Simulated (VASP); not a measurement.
Crystal: MnC6.

```
Mn C
1.0
     4.26578    0.00000    0.00000
    -2.13289    3.69427    0.00000
     0.00000    0.00000    4.61292
Mn C
1 6
Direct
  0.00000 0.00000 0.00000
  0.33290 0.00000 0.50000
  0.66710 0.00000 0.50000
  0.00000 0.33290 0.50000
  0.00000 0.66710 0.50000
  0.66710 0.66710 0.50000
  0.33290 0.33290 0.50000
```

The cell was generated, and may not be a known phase.

| Quantity | Value |
| --- | --- |
| Program | VASP 6.6.1 |
| Task | relaxation of cell and atoms |
| Functional | PBE |
| Potentials or basis | VASP PAW PBE potentials, release 64 (Mn_pv, C) |
| Cutoff | 600 eV |
| k mesh | 4 × 4 × 4 |
| Occupations | gaussian, width 0.2 eV |
| Spin | collinear spin, ferromagnetic start |
| Starting moments | [4.0, 0.0, 0.0, 0.0, 0.0, 0.0, 0.0] μB |

At the start: pressure 4.5 GPa; volume 10.38 Å³/atom.

Problem. How do energy, volume and symmetry change on relaxing?

Solution. Over 22 steps the energy falls by 92.0 meV/atom and the volume is 8.53 Å³/atom (-17.9 %); space group P6/mmm (No. 191, to 0.1 Å) before and after; moment 3.03 μB per cell.

The path:
| step | energy change (eV) | largest force (eV/Å) | pressure (GPa) | volume (Å³) |
| --- | --- | --- | --- | --- |
| 1 | 0.0000 | 0.4036 | 4.52 | 72.69 |
| 2 | 0.0862 | 1.2067 | -8.02 | 75.80 |
| 3 | -0.0349 | 0.2218 | -0.16 | 73.75 |
| 4 | -0.0326 | 0.4185 | -2.80 | 73.99 |
| 5 | -0.0392 | 0.0707 | -1.34 | 73.86 |
| 6 | -0.0485 | 0.1118 | -1.21 | 73.23 |
| 7 | -0.0900 | 0.2107 | -0.91 | 71.36 |
| 8 | -0.2623 | 0.3145 | -0.14 | 67.62 |
| 9 | -0.5617 | 0.8339 | 6.11 | 60.17 |
| 10 | -0.5636 | 0.9603 | 8.56 | 58.39 |
| 11 | -0.5676 | 0.9005 | 7.26 | 59.29 |
| 12 | -0.5687 | 0.8961 | 7.29 | 59.23 |
| 13 | -0.5717 | 0.8827 | 7.39 | 59.06 |
| 14 | -0.5765 | 0.8552 | 7.63 | 58.72 |
| 15 | -0.5800 | 0.7981 | 8.22 | 58.04 |
| 16 | -0.5850 | 0.7553 | 7.90 | 58.10 |
| 17 | -0.5987 | 0.6284 | 7.02 | 58.28 |
| 18 | -0.6201 | 0.3786 | 5.30 | 58.62 |
| 19 | -0.6405 | 0.1036 | 2.08 | 59.32 |
| 20 | -0.6411 | 0.1945 | 1.54 | 59.46 |
| 21 | -0.6424 | 0.1463 | 1.16 | 59.52 |
| 22 | -0.6442 | 0.0050 | 0.16 | 59.71 |

Final structure:
```
Mn C
1.0
     4.35013    0.00000    0.00000
    -2.17506    3.76732    0.00000
     0.00000    0.00000    3.64346
Mn C
1 6
Direct
  0.00000 0.00000 0.00000
  0.33433 0.00000 0.50000
  0.66567 0.00000 0.50000
  0.00000 0.33433 0.50000
  0.00000 0.66567 0.50000
  0.66567 0.66567 0.50000
  0.33433 0.33433 0.50000
```

Caveat: the k points lie up to 0.43 Å⁻¹ apart in the final cell, too coarse for converged energies and pressures of a metal; the volume moved by over 15 % at a fixed basis, so the end points are rough.
